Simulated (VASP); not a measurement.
# TaN in VASP: further runs, part 2 of 2

VASP 6.6.1.

### Step 4. Single point, PBEsol

This run uses another cell than the first one, of 11.65 Å³/atom, 1.062 times its volume.

INCAR reads:

```
SYSTEM = TaN
PREC = Accurate
ENCUT = 520
EDIFF = 1E-7
ISMEAR = -1
SIGMA = 0.02
LREAL = .False.
LASPH = .True.
NELM = 100
ALGO = Normal
ISIF = 2
LWAVE = .False.
LCHARG = .False.
GGA = PS
NBANDS = 33
```

KPOINTS reads:

```
Automatic mesh
0
Gamma
  8 8 11
  0 0 0
```

POSCAR reads:

```
TaN
1.0
    5.2423993824      0.0000000000      0.0000000000
   -2.6211996912      4.5400510419      0.0000000000
    0.0000000000      0.0000000000      2.9367939518
Ta N
3 3
Direct
    0.6666666667      0.3333333333      0.5000000000
    0.3333333333      0.6666666667      0.5000000000
    0.0000000000      0.0000000000      0.0000000000
    0.0000000000      0.5000000000      0.0000000000
    0.5000000000      0.5000000000      0.0000000000
    0.5000000000      0.0000000000      0.0000000000
```

Potentials or basis: VASP PAW PBE potentials, release 64 (Ta_pv, N).

On the command line:

```sh
> cat potpaw_PBE.64/Ta_pv/POTCAR potpaw_PBE.64/N/POTCAR > POTCAR
> mpirun -np 1 vasp_std > vasp.out
```

OUTCAR:

```text
SYSTEM = TaN
   PREC = Accurate
   ENCUT = 520
   EDIFF = 1E-7
   ISMEAR = -1
   LREAL = .False.
   LASPH = .True.
   NELM = 100
   ISIF = 2
   GGA = PS

 ion  position               nearest neighbor table
   1  0.667  0.333  0.500-   6 2.11   6 2.11   4 2.11   4 2.11   5 2.11   5 2.11   2 3.03   2 3.03
                             2 3.03   3 3.36   3 3.36   3 3.36   3 3.36   3 3.36   3 3.36
   2  0.333  0.667  0.500-   6 2.11   6 2.11   4 2.11   4 2.11   5 2.11   5 2.11   1 3.03   1 3.03
                             1 3.03   3 3.36   3 3.36   3 3.36   3 3.36   3 3.36   3 3.36
   3  0.000  0.000  0.000-   4 2.62   5 2.62   4 2.62   5 2.62   6 2.62   6 2.62   2 3.36   2 3.36
                             1 3.36   1 3.36   2 3.36   1 3.36   2 3.36   1 3.36   2 3.36   1 3.36
   4  0.000  0.500  0.000-   1 2.11   2 2.11   1 2.11   2 2.11   3 2.62   3 2.62
   5  0.500  0.500  0.000-   1 2.11   2 2.11   1 2.11   2 2.11   3 2.62   3 2.62
   6  0.500  0.000  0.000-   1 2.11   2 2.11   1 2.11   2 2.11   3 2.62   3 2.62

  LATTYP: Found a hexagonal cell.
 ALAT       =     5.2423993824
 C/A-ratio  =     0.5602003467

  Lattice vectors:

 A1 = (   5.2423993824,   0.0000000000,   0.0000000000)
 A2 = (  -2.6211996912,   4.5400510419,   0.0000000000)
 A3 = (   0.0000000000,   0.0000000000,   2.9367939518)

Analysis of symmetry for initial positions (statically):
=====================================================================
 Subroutine PRICEL returns:
 Original cell was already a primitive cell.

 Routine SETGRP: Setting up the symmetry group for a
 hexagonal supercell.

 Subroutine GETGRP returns: Found 24 space group operations
 (whereof 24 operations were pure point group operations)
 out of a pool of 24 trial point group operations.

The static configuration has the point symmetry D_6h.

Analysis of symmetry for dynamics (positions and initial velocities):
=====================================================================
 Subroutine PRICEL returns:
 Original cell was already a primitive cell.

 Routine SETGRP: Setting up the symmetry group for a
[... 132 lines left out ...]
   IMIX   =      4    mixing-type and parameters
     AMIX     =   0.40;   BMIX     =  1.00
     AMIX_MAG =   1.60;   BMIX_MAG =  1.00
  volume/ion in A,a.u.               =      11.65        78.62
  Fermi-wavevector in a.u.,A,eV,Ry     =   1.444332  2.729392 28.383058  2.086096
  Thomas-Fermi vector in A             =   2.562639
   LORBIT       =      0    0 simple, 1 ext, 2 COOP (PROOUT), +10 PAW based schemes
   GGA     = PS    functional components
   LHFCALC =     F    Hartree Fock is set to
   AEXX    =    0.0000 exact exchange contribution
   IVDW    =     0    specifies the selected vdW correction
   LEPSILON=     F    determine dielectric tensor
   LRPA    =     F    only Hartree local field effects (RPA)
 non-spin polarized calculation
  energy-cutoff  :      520.00
  volume of cell :       69.90
 maximum number of plane-waves:      1900
 NGX is ok and might be reduce to    40

 number of electron      48.0000002 magnetization

 Free energy of the ion-electron system (eV)
  ---------------------------------------------------
  ext. energy  EPLUGINS =         0.00000000
  ---------------------------------------------------
  free energy    TOTEN  =       -68.65751945 eV

  energy without entropy =      -68.65635753  energy(sigma->0) =      -68.65693849

 E-fermi :   7.6836     XC(G=0): -13.0368

 val. band max:        7.6802315858   @ k =   0.5000   0.0000   0.1818
 cond. band min:       7.7202486615   @ k =   0.5000   0.0000   0.1818
 fundamental gap:      0.0400170757
 Fermi energy:         7.6836080293

 k-point     1 :       0.0000    0.0000    0.0000
  band No.  band energies     occupation
      1     -28.4193      2.00000
      2     -28.4193      2.00000
      3     -28.0649      2.00000
      4     -28.0649      2.00000
      5     -27.8532      2.00000
      6     -27.7603      2.00000
[... 853 lines left out ...]
     32      11.1376      0.00000
     33      11.6967      0.00000

 [... further k-points ...]
[... 5 lines left out ...]
  --------------------------------------------------------------------------------------
  -------------------------------------------------------------------------------------
  Total       -2.5641655     -2.5641655     -4.3808373      0.0000000      0.0000000      0.0000000
  in kB      -58.7749571    -58.7749571   -100.4161086      0.0000000      0.0000000      0.0000000
  external PRESSURE =     -72.6553410 kB  Pullay stress =       0.0000000 kB

 VOLUME and BASIS-vectors are now :
 -----------------------------------------------------------------------------
  energy-cutoff  :      520.00
  volume of cell :       69.90
      direct lattice vectors                 reciprocal lattice vectors
     5.242399382  0.000000000  0.000000000     0.190752350  0.110130920  0.000000000
    -2.621199691  4.540051042  0.000000000     0.000000000  0.220261841  0.000000000
     0.000000000  0.000000000  2.936793952     0.000000000  0.000000000  0.340507375

 POSITION                                       TOTAL-FORCE (eV/Angst)
 -----------------------------------------------------------------------------------
      2.62120      1.51335      1.46840        -0.000000      0.000000      0.000000
     -0.00000      3.02670      1.46840         0.000000     -0.000000      0.000000
      0.00000      0.00000      0.00000        -0.000000      0.000000      0.000000
     -1.31060      2.27003      0.00000        -0.000000      0.000000      0.000000
      1.31060      2.27003      0.00000        -0.000000      0.000000      0.000000
      2.62120      0.00000      0.00000        -0.000000      0.000000      0.000000
 -----------------------------------------------------------------------------------
    total drift:                               -0.000000      0.000000     -0.000000

  FREE ENERGIE OF THE ION-ELECTRON SYSTEM (eV)
  ---------------------------------------------------
  free  energy   TOTEN  =       -68.6575194539 eV

  energy  without entropy=      -68.6563575300  energy(sigma->0) =      -68.65693849
```

OSZICAR:

```text
N       E                     dE             d eps       ncg     rms          rms(c)
DAV:   1     0.442348219566E+03    0.44235E+03   -0.25887E+04  3960   0.152E+03
DAV:   2    -0.491437510849E+02   -0.49149E+03   -0.46844E+03  4577   0.447E+02
DAV:   3    -0.781131963637E+02   -0.28969E+02   -0.28319E+02  4873   0.104E+02
DAV:   4    -0.787399573926E+02   -0.62676E+00   -0.62107E+00  4971   0.147E+01
DAV:   5    -0.787557744116E+02   -0.15817E-01   -0.15796E-01  5069   0.181E+00    0.438E+01
DAV:   6    -0.693142333693E+02    0.94415E+01   -0.45982E+01  5080   0.369E+01    0.189E+01
DAV:   7    -0.688706114674E+02    0.44362E+00   -0.37577E+00  5147   0.139E+01    0.110E+01
DAV:   8    -0.686991439486E+02    0.17147E+00   -0.73513E-01  5083   0.518E+00    0.385E+00
DAV:   9    -0.686593377497E+02    0.39806E-01   -0.10188E-01  4966   0.296E+00    0.474E-01
DAV:  10    -0.686579021240E+02    0.14356E-02   -0.18923E-02  5154   0.754E-01    0.210E-01
DAV:  11    -0.686575540725E+02    0.34805E-03   -0.29376E-03  5012   0.356E-01    0.537E-02
DAV:  12    -0.686575203043E+02    0.33768E-04   -0.25891E-04  5005   0.107E-01    0.210E-02
DAV:  13    -0.686575194162E+02    0.88805E-06   -0.11821E-05  4917   0.254E-02    0.418E-03
DAV:  14    -0.686575196145E+02   -0.19826E-06   -0.99900E-07  5006   0.579E-03    0.267E-03
DAV:  15    -0.686575194578E+02    0.15670E-06   -0.40063E-07  4417   0.390E-03    0.255E-04
DAV:  16    -0.686575194539E+02    0.38640E-08   -0.16159E-08  2521   0.903E-04
   1 F= -.68657519E+02 E0= -.68656938E+02  d E =-.116192E-02
```

It took 1.9 min on 1 thread of AMD EPYC 9R45 (Zen 5), shared host; peak memory 0.22 GiB.

What came out:

```
Free energy            : -68.6575 eV
Pressure               : -7.3 GPa
Band gap on the k mesh : zero (band 24 reaches 8.55 eV, above the bottom of band 25 at 6.50 eV)
```

Stress tensor (GPa, compression positive):
```
 -5.88   0.00   0.00
  0.00  -5.88   0.00
  0.00   0.00 -10.04
```

Levels at points of the mesh, in eV from the Fermi level:
| k point | band 20 | band 21 | band 22 | band 23 | band 24 | band 25 | band 26 | band 27 | band 28 | band 29 |
| --- | --- | --- | --- | --- | --- | --- | --- | --- | --- | --- |
| (0.00, 0.00, 0.00) | -2.90 | -2.90 | -2.36 | -1.98 | -1.18 | -1.18 | 0.82 | 0.82 | 1.15 | 2.10 |
| (0.50, 0.00, 0.00) | -4.47 | -3.28 | -2.80 | -1.64 | -0.65 | 1.31 | 1.78 | 1.80 | 2.23 | 2.38 |

Caveat: the PAW data sets were made with another functional, which shifts forces and pressure a little; spin-orbit coupling is left out, which moves the levels of the heavy elements.

### Step 5. Single point, PBEsol

This run uses another cell than the first one, of 11.31 Å³/atom, 1.031 times its volume.

INCAR reads:

```
PREC = Accurate
ENCUT = 520
EDIFF = 1E-7
ISMEAR = -1
SIGMA = 0.02
LREAL = False
LASPH = True
NELM = 60
ALGO = Normal
ISIF = 2
LWAVE = False
LCHARG = False
GGA = PS
NBANDS = 33
```

KPOINTS reads:

```
Automatic mesh
0
Gamma
  8 8 11
```

POSCAR reads:

```
TaN
1.0
    5.1910000000      0.0000000000      0.0000000000
   -2.5955000000      4.4955378710      0.0000000000
    0.0000000000      0.0000000000      2.9080000000
Ta N
3 3
Direct
    0.6666666667      0.3333333333      0.5343878955
    0.3333333333      0.6666666667      0.5000000000
    0.0000000000      0.0000000000      0.0000000000
    0.0000000000      0.5000000000      0.0000000000
    0.5000000000      0.5000000000      0.0000000000
    0.5000000000      0.0000000000      0.0000000000
```

On the command line:

```sh
> cat potpaw_PBE.64/Ta_pv/POTCAR potpaw_PBE.64/N/POTCAR > POTCAR
> mpirun -np 1 vasp_std > vasp.out
```

Run time: 2.4 min. Hardware: 1 thread of AMD EPYC 9R45 (Zen 5), shared host; peak memory 0.25 GiB.

Results (log left out):

| Property | Result |
| --- | --- |
| Free energy | -68.5822 eV |
| Pressure | 3.1 GPa |
| Largest force | 2.188 eV/Å |
| Band gap on the k mesh | zero (band 24 reaches 8.89 eV, above the bottom of band 25 at 6.74 eV) |

Forces in eV/Å, atoms in the order of the input:
```
Ta   0.000  0.000 -2.188
Ta   0.000  0.000 -0.037
Ta   0.000  0.000 -0.007
N    0.133  0.077  0.744
N   -0.133  0.077  0.744
N    0.000 -0.154  0.744
```

Stress tensor (GPa, compression positive):
```
3.05 0.00 0.00
0.00 3.05 0.00
0.00 0.00 3.29
```

Levels at points of the mesh, in eV from the Fermi level:
| k point | band 21 | band 22 | band 23 | band 24 | band 25 | band 26 | band 27 | band 28 |
| --- | --- | --- | --- | --- | --- | --- | --- | --- |
| (0.00, 0.00, 0.00) | -2.98 | -2.45 | -1.92 | -1.24 | -1.24 | 0.84 | 0.84 | 1.26 |
| (0.50, 0.00, 0.00) | -3.35 | -2.88 | -1.65 | -0.64 | 1.36 | 1.82 | 1.88 | 2.34 |

Caveat: the PAW data sets were made with another functional, which shifts forces and pressure a little; spin-orbit coupling is left out, which moves the levels of the heavy elements.

### Step 6. The runs side by side

```tsv
cell	gap on the mesh (eV)	pressure (GPa)
a = 5.139, b = 5.139, c = 2.879 Å, angles 90.0, 90.0, 120.0°, 6 atoms	none	12.7
a = 5.191, b = 5.191, c = 2.908 Å, angles 90.0, 90.0, 120.0°, 6 atoms	none	3.1
a = 5.242, b = 5.242, c = 2.937 Å, angles 90.0, 90.0, 120.0°, 6 atoms	none	-7.3
```

Some of these runs hold the atoms at other places in the same cell, which the table doesn't show; runs alike in all that it shows share one row.

Alike in all rows: task single point; level PBEsol; potentials or basis VASP PAW PBE potentials, release 64 (Ta_pv, N); no spin polarisation; k mesh 8 × 8 × 11; cutoff (eV) 520; smearing fermi-dirac 0.02 eV.

Caveats: the PAW data sets were made with another functional, which shifts forces and pressure a little; spin-orbit coupling is left out, which moves the levels of the heavy elements.

Total energies depend on the potentials used, so only differences within one code and one set of settings carry meaning.
